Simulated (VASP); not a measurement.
# AlN (pbe) (F-43m) in VASP: notebook

Runs on AlN (pbe). Level: PBE. Tasks: single point.

Everything below comes from runs of VASP 6.6.1. Logs are shortened: lines on timing, memory, paths and dates and some standing lists are left out, and cuts for length are marked.

**1. The cell of the first run**

The structure is cubic, space group F-43m (No. 216). Conventional cell: a = 4.403 Å, b = 4.403 Å, c = 4.403 Å, α = 90.00°, β = 90.00°, γ = 90.00°. Al (site symmetry -43m) has 4 N at 1.91 Å within 2.5 Å. Within 2.5 Å of N (site symmetry -43m) lie 4 Al at 1.91 Å.

**2. Single point, PBE**

Contents of INCAR:

```
ALGO = Normal
EDIFF = 1E-6
ENCUT = 600
GGA = PE
GGA_COMPAT = F
ISIF = 2
ISMEAR = 0
LASPH = T
LCHARG = T
LELF = T
LREAL = F
LVHAR = T
LWAVE = F
NBANDS = 11
NELM = 120
PREC = Accurate
SIGMA = 0.02
```

Contents of KPOINTS:

```
k-points
0
Gamma
  10 10 10
```

Contents of POSCAR:

```
AlN
1.0
    0.0000000000      2.2015893590      2.2015893590
    2.2015893590      0.0000000000      2.2015893590
    2.2015893590      2.2015893590      0.0000000000
Al N
1 1
Direct
    0.0000000000      0.0000000000      0.0000000000
    0.2500000000      0.2500000000      0.2500000000
```

Potentials or basis: VASP PAW PBE potentials, release 64 (Al, N).

Launch:

```bash
cat potpaw_PBE.64/Al/POTCAR potpaw_PBE.64/N/POTCAR > POTCAR
mpirun -np 1 vasp_std > vasp.out
```

OUTCAR:

```text
EDIFF = 1E-6
   ENCUT = 600
   GGA = PE
   ISIF = 2
   ISMEAR = 0
   LASPH = T
   LREAL = F
   NELM = 120
   PREC = Accurate

 ion  position               nearest neighbor table
   1  0.000  0.000  0.000-   2 1.91   2 1.91   2 1.91   2 1.91
   2  0.250  0.250  0.250-   1 1.91   1 1.91   1 1.91   1 1.91

  LATTYP: Found a face centered cubic cell.
 ALAT       =     4.4031787180

  Lattice vectors:

 A1 = (   0.0000000000,   2.2015893590,   2.2015893590)
 A2 = (   2.2015893590,   0.0000000000,   2.2015893590)
 A3 = (   2.2015893590,   2.2015893590,   0.0000000000)

Analysis of symmetry for initial positions (statically):
=====================================================================
 Subroutine PRICEL returns:
 Original cell was already a primitive cell.

 Routine SETGRP: Setting up the symmetry group for a
 face centered cubic supercell.

 Subroutine GETGRP returns: Found 24 space group operations
 (whereof 24 operations were pure point group operations)
 out of a pool of 48 trial point group operations.

The static configuration has the point symmetry T_d .

Analysis of symmetry for dynamics (positions and initial velocities):
=====================================================================
 Subroutine PRICEL returns:
 Original cell was already a primitive cell.

 Routine SETGRP: Setting up the symmetry group for a
 face centered cubic supercell.

 Subroutine GETGRP returns: Found 24 space group operations
 (whereof 24 operations were pure point group operations)
 out of a pool of 48 trial point group operations.

The dynamic configuration has the point symmetry T_d .

 Subroutine INISYM returns: Found 24 space group operations
 (whereof 24 operations are pure point group operations),
 and found     1 'primitive' translations

----------------------------------------------------------------------------------------

                                     Primitive cell

  volume of cell :      21.3422

  direct lattice vectors                    reciprocal lattice vectors
     0.000000000  2.201589359  2.201589359    -0.227108656  0.227108656  0.227108656
     2.201589359  0.000000000  2.201589359     0.227108656 -0.227108656  0.227108656
     2.201589359  2.201589359  0.000000000     0.227108656  0.227108656 -0.227108656

  length of vectors
     3.113517530  3.113517530  3.113517530     0.393363731  0.393363731  0.393363731

  position of ions in fractional coordinates (direct lattice)
     0.000000000  0.000000000  0.000000000
     0.250000000  0.250000000  0.250000000
[... 80 lines left out ...]
   NSW    =      0    number of steps for IOM
   IBRION =     -1    ionic relax: 0-MD 1-quasi-New 2-CG
   NFREE  =      0    steps in history (QN), initial steepest desc. (CG)
   ISIF   =      2    stress and relaxation
   ISYM   =      2    0-nonsym 1-usesym 2-fastsym
   POTIM  = 0.5000    time-step for ionic-motion
   TEBEG  =    0.0;   TEEND  =   0.0 temperature during run
   PSTRESS=    0.0 pullay stress
   NELECT =       8.0000    total number of electrons
   NUPDOWN=      -1.0000    fix difference up-down
   EMIN   =  10.00;   EMAX   =-10.00  energy-range for DOS
   EFERMI =   0.00;   METHOD = LEGACY
   ISMEAR =     0;   SIGMA  =   0.02  broadening in eV -4-tet -1-fermi 0-gaus
   EFERMI_NEDOS =   21; number of points for ismear=-14 and -15
   IALGO  =     38    algorithm
   IMIX   =      4    mixing-type and parameters
     AMIX     =   0.40;   BMIX     =  1.00
     AMIX_MAG =   1.60;   BMIX_MAG =  1.00
  volume/ion in A,a.u.               =      10.67        72.01
  Fermi-wavevector in a.u.,A,eV,Ry     =   1.180389  2.230612 18.957247  1.393318
  Thomas-Fermi vector in A             =   2.316682
   LORBIT       =      0    0 simple, 1 ext, 2 COOP (PROOUT), +10 PAW based schemes
   GGA     = PE    functional components
   LHFCALC =     F    Hartree Fock is set to
   AEXX    =    0.0000 exact exchange contribution
   IVDW    =     0    specifies the selected vdW correction
   LEPSILON=     F    determine dielectric tensor
   LRPA    =     F    only Hartree local field effects (RPA)
 non-spin polarized calculation
 Gauss-broadening in eV      SIGMA  =   0.02
  energy-cutoff  :      600.00
  volume of cell :       21.34
 maximum number of plane-waves:       728
 NGX is ok and might be reduce to    28
   NGX = 13   NGY = 13   NGZ = 13

 number of electron       8.0000000 magnetization

 Free energy of the ion-electron system (eV)
  ---------------------------------------------------
  ext. energy  EPLUGINS =         0.00000000
  ---------------------------------------------------
  free energy    TOTEN  =       -14.84892088 eV

  energy without entropy =      -14.84892088  energy(sigma->0) =      -14.84892088

 E-fermi :   5.9284     XC(G=0): -10.8293

 val. band max:        5.7449049131   @ k =   0.0000   0.0000   0.0000
 cond. band min:       9.0500092727   @ k =   0.5000   0.5000   0.0000
 fundamental gap:      3.3051043597
 Fermi energy:         5.9283971534

 k-point     1 :       0.0000    0.0000    0.0000
  band No.  band energies     occupation
      1      -9.0984      2.00000
      2       5.7449      2.00000
      3       5.7449      2.00000
      4       5.7449      2.00000
      5       9.7294      0.00000
      6      18.0686      0.00000
      7      18.0686      0.00000
      8      18.0686      0.00000
      9      23.2413      0.00000
     10      23.2413      0.00000
     11      24.5968      0.00000
[... 309 lines left out ...]
 k-point    24 :       0.4000    0.3000    0.0000
  band No.  band energies     occupation
      1      -7.1564      2.00000
      2       1.6447      2.00000
      3       4.0691      2.00000
      4       4.3621      2.00000
      5      10.6068      0.00000
      6      15.1170      0.00000
      7      17.7151      0.00000
      8      20.0698      0.00000
      9      20.5613      0.00000
     10      26.7825      0.00000
     11      28.8935      0.00000

 [... further k-points ...]
[... 5 lines left out ...]
  --------------------------------------------------------------------------------------
  -------------------------------------------------------------------------------------
  Total       -0.0545684     -0.0545684     -0.0545684      0.0000000      0.0000000     -0.0000000
  in kB       -4.0964971     -4.0964971     -4.0964971      0.0000000      0.0000000     -0.0000000
  external PRESSURE =      -4.0964971 kB  Pullay stress =       0.0000000 kB

 VOLUME and BASIS-vectors are now :
 -----------------------------------------------------------------------------
  energy-cutoff  :      600.00
  volume of cell :       21.34
      direct lattice vectors                 reciprocal lattice vectors
     0.000000000  2.201589359  2.201589359    -0.227108656  0.227108656  0.227108656
     2.201589359  0.000000000  2.201589359     0.227108656 -0.227108656  0.227108656
     2.201589359  2.201589359  0.000000000     0.227108656  0.227108656 -0.227108656

 POSITION                                       TOTAL-FORCE (eV/Angst)
 -----------------------------------------------------------------------------------
      0.00000      0.00000      0.00000        -0.000000     -0.000000     -0.000000
      1.10079      1.10079      1.10079         0.000000      0.000000      0.000000
 -----------------------------------------------------------------------------------
    total drift:                                0.000000      0.000000      0.000000

  FREE ENERGIE OF THE ION-ELECTRON SYSTEM (eV)
  ---------------------------------------------------
  free  energy   TOTEN  =       -14.8489208755 eV

  energy  without entropy=      -14.8489208755  energy(sigma->0) =      -14.84892088
```

OSZICAR:

```text
N       E                     dE             d eps       ncg     rms          rms(c)
DAV:   1     0.164268994665E+02    0.16427E+02   -0.40490E+03  1034   0.673E+02
DAV:   2    -0.158535574099E+02   -0.32280E+02   -0.29917E+02  1261   0.155E+02
DAV:   3    -0.171769801266E+02   -0.13234E+01   -0.13202E+01  1291   0.296E+01
DAV:   4    -0.171847858675E+02   -0.78057E-02   -0.78050E-02  1181   0.243E+00
DAV:   5    -0.171848817100E+02   -0.95842E-04   -0.95842E-04  1259   0.267E-01    0.850E+00
DAV:   6    -0.148572099827E+02    0.23277E+01   -0.11957E+01  1274   0.180E+01    0.278E+00
DAV:   7    -0.148554463192E+02    0.17637E-02   -0.16175E-01  1157   0.316E+00    0.201E+00
DAV:   8    -0.148504204096E+02    0.50259E-02   -0.29773E-02  1130   0.173E+00    0.595E-01
DAV:   9    -0.148488745597E+02    0.15458E-02   -0.42087E-03  1267   0.414E-01    0.234E-01
DAV:  10    -0.148489121481E+02   -0.37588E-04   -0.53766E-04  1130   0.152E-01    0.194E-02
DAV:  11    -0.148489209849E+02   -0.88369E-05   -0.17939E-05  1214   0.296E-02    0.163E-02
DAV:  12    -0.148489208755E+02    0.10949E-06   -0.66731E-07   739   0.654E-03
   1 F= -.14848921E+02 E0= -.14848921E+02  d E =-.940505E-41
```

stdout:

```text
POSCAR found type information on POSCAR AlN
 POSCAR found :  2 types and       2 ions
 scaLAPACK will be used
 LDA part: xc-table for (Slater+PW92), standard interpolation
 POSCAR, INCAR and KPOINTS ok, starting setup
 FFT: planning ... GRIDC
 FFT: planning ... GRID_SOFT
 FFT: planning ... GRID
 WAVECAR not read
 entering main loop
```

Wall time 18 s (1 thread of AMD EPYC 9R14 (Zen 4), shared host); peak memory 0.12 GiB.

What came out:

```
Free energy            : -14.8489 eV
Pressure               : -0.4 GPa
Band gap on the k mesh : 3.31 eV, indirect (least direct gap 3.98 eV)
```

Levels at points of the mesh, in eV from the valence-band top:
```csv
k point,band 2,band 3,band 4,band 5,band 6,band 7
"(0.00, 0.00, 0.00)",0.00,0.00,0.00,3.98,12.32,12.32
"(0.50, 0.00, 0.00)",-5.75,-0.48,-0.48,7.16,9.70,11.00
"(0.50, 0.50, 0.00)",-4.83,-1.75,-1.75,3.31,8.47,13.64
```

**3. Single point, PBE**

Contents of INCAR:

```
SYSTEM = AlN
ALGO     = Normal         ! electronic algorithm
EDIFF    = 1E-6           ! SCF threshold, eV
ENCUT    = 600            ! plane-wave cutoff, eV
GGA      = PE             ! functional
GGA_COMPAT= .False.      
ISIF     = 2              ! what is computed and relaxed
ISMEAR   = 0              ! smearing method
LASPH    = .True.         ! aspherical terms in the spheres
LCHARG   = .False.        ! write CHGCAR
LREAL    = .False.        ! projectors in reciprocal space
LWAVE    = .False.        ! write WAVECAR
NBANDS   = 11             ! bands
NELM     = 120            ! most SCF steps
PREC     = Accurate       ! precision mode
SIGMA    = 0.02           ! smearing width, eV
```

Contents of KPOINTS:

```
k-points
0
Gamma
  10 10 10
  0 0 0
```

POSCAR is that of step 2.

Potentials or basis: VASP PAW PBE potentials, release 64 (Al, N).

Launch:

```bash
cat potpaw_PBE.64/Al/POTCAR potpaw_PBE.64/N/POTCAR > POTCAR
mpirun -np 1 vasp_std > vasp.out
```

It took 16 s on 1 thread of AMD EPYC 9R14 (Zen 4), shared host; peak memory 0.12 GiB.

The run converged. Its results:

```
Free energy            : -14.8489 eV
Pressure               : -0.4 GPa
Band gap on the k mesh : 3.31 eV, indirect (least direct gap 3.98 eV)
```

Levels at points of the mesh, in eV from the valence-band top:
```
           k point  band 1  band 2  band 3  band 4  band 5  band 6  band 7  band 8  band 9
(0.00, 0.00, 0.00)  -14.84    0.00    0.00    0.00    3.98   12.32   12.32   12.32   17.50
(0.50, 0.00, 0.00)  -12.87   -5.75   -0.48   -0.48    7.16    9.70   11.00   11.00   17.67
(0.50, 0.50, 0.00)  -12.25   -4.83   -1.75   -1.75    3.31    8.47   13.64   15.44   15.44
```
